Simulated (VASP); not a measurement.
Here is a VASP 6.6.1 calculation.

File INCAR:

```
SYSTEM = Nb
PREC = Accurate
ENCUT = 500
EDIFF = 1E-6
ISMEAR = -1
SIGMA = 0.05
LREAL = .False.
LASPH = .True.
NELM = 120
ALGO = Normal
ISIF = 2
LWAVE = .False.
LCHARG = .True.
GGA = RP
IVDW = 13
LELF = .True.
LVHAR = .True.
NBANDS = 12
GGA_COMPAT = .False.
```

File KPOINTS:

```
regular mesh
0
Gamma
  11 11 11
  0 0 0
```

Contents of POSCAR:

```
Nb
1.0
   -1.6527822138      1.6527822138      1.6527822138
    1.6527822138     -1.6527822138      1.6527822138
    1.6527822138      1.6527822138     -1.6527822138
Nb
1
Direct
    0.0000000000      0.0000000000      0.0000000000
```

Potentials or basis: VASP PAW PBE potentials, release 64 (Nb_sv).

Launch:

```sh
$ cat potpaw_PBE.64/Nb_sv/POTCAR > POTCAR
$ mpirun -np 1 vasp_std > vasp.out
```

Problem. What does it give for the pressure?

Solution. -1.1 GPa.

Problem. Predict the dispersion energy per atom.

Solution. -0.588 eV.

Caveat: the PAW data sets were made with another functional, which shifts forces and pressure a little; pairwise dispersion overbinds metals, which lowers pressure and volume.
